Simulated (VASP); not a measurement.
Write the native input for VASP 6.6.1 that does the following.

* Task: single point
* Functional: PBE
* Potentials or basis: VASP PAW PBE potentials, release 64 (Sn_d, O)
* Cutoff: 520 eV
* k mesh: 8 × 8 × 3
* Occupations: fermi-dirac, width 0.02 eV
* Spin: no spin polarisation
* Dipole correction: no
* Further INCAR settings: ALGO = Normal; EDIFF = 1e-06; NBANDS = 50

The structure of SnO lies in POSCAR:

```
SnO
1.0
    2.5000000000     -2.8600000000      0.0000000000
    2.5000000000      2.8600000000      0.0000000000
    0.0000000000      0.0000000000     10.7864000000
Sn O
4 4
Direct
    0.0000084362     -0.0000084362     -0.0111043814
   -0.0000084362      0.0000084362      0.4888956186
    0.4998677557      0.5001322443      0.2681006325
    0.5001322443      0.4998677557      0.7681006325
    0.9999924736      0.4999720910      0.3785018745
    0.0000075264      0.5000279090      0.8785018745
    0.5000279090      0.0000075264      0.3785018745
    0.4999720910      0.9999924736      0.8785018745
```

This cell differs from its parent crystal: z stretched by -3 %, then relaxed in part.

One way to write it, as run:

INCAR

```
PREC = Accurate
ENCUT = 520
EDIFF = 1E-6
ISMEAR = -1
SIGMA = 0.02
LREAL = False
LASPH = True
NELM = 100
ALGO = Normal
ISIF = 2
LWAVE = False
LCHARG = False
GGA = PE
NBANDS = 50
```

KPOINTS

```
regular mesh
0
Gamma
  8 8 3
```

Potentials or basis: VASP PAW PBE potentials, release 64 (Sn_d, O).

Run with:

```console
$ cat potpaw_PBE.64/Sn_d/POTCAR potpaw_PBE.64/O/POTCAR > POTCAR
$ mpirun -np 1 vasp_std > vasp.out
```

Results of the run:

```
Pressure               : 2.6 GPa
Largest force          : 0.095 eV/Å
Band gap on the k mesh : 0.42 eV
```

Caveat: the cell differs from its parent crystal (z stretched by -3 %, then relaxed in part); spin-orbit coupling is left out, which moves the levels of the heavy elements; an odd mesh through Γ misses points on the zone boundary, where band edges can lie.

Run time: 9.8 min on 1 thread of Oxide Virtual Turin-like Processor (shared host), peak memory 0.35 GiB.
